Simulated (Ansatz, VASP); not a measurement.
**KF in VASP and in Ansatz**

```
K F
1.0
     0.00000    2.58172    2.77535
     2.76244    0.00000    2.77535
     2.76244    2.58172    0.00000
K F
1 1
Direct
  0.00000 0.00000 0.00000
  0.50000 0.50000 0.50000
```

Change from the starting cell: normal strain along x +0.0700, normal strain along z +0.0750.

Alike in both runs: task single point; functional LDA; k mesh 8 × 8 × 8; occupations gaussian, width 0.05 eV; no spin polarisation.

|  | VASP | Ansatz |
| --- | --- | --- |
| version | VASP 6.6.1 | Ansatz 0.2.0 |
| potentials or method | VASP PAW LDA potentials, release 64 (K_sv, F), cutoff 520 eV | scalar-relativistic, plane waves, PAW |
| valence electrons in the cell | 16 | 16 |

VASP gave:

| Property | Result |
| --- | --- |
| gap on the k mesh at the Fermi level (eV) | 5.51 |
| least direct gap on the mesh (eV) | 5.51 |
| pressure (GPa) | -3.9 |
| traceless stress, the component that is largest in VASP (GPa) | 1.92 |

Q: What did Ansatz give for the same quantities?

A: gap on the k mesh at the Fermi level (eV): 5.53; least direct gap on the mesh (eV): 5.53; pressure (GPa): -3.9; traceless stress, the component that is largest in VASP (GPa): 1.80.

LDA's correlation is that of Perdew and Zunger in VASP and of Perdew and Wang (1992) in Ansatz.
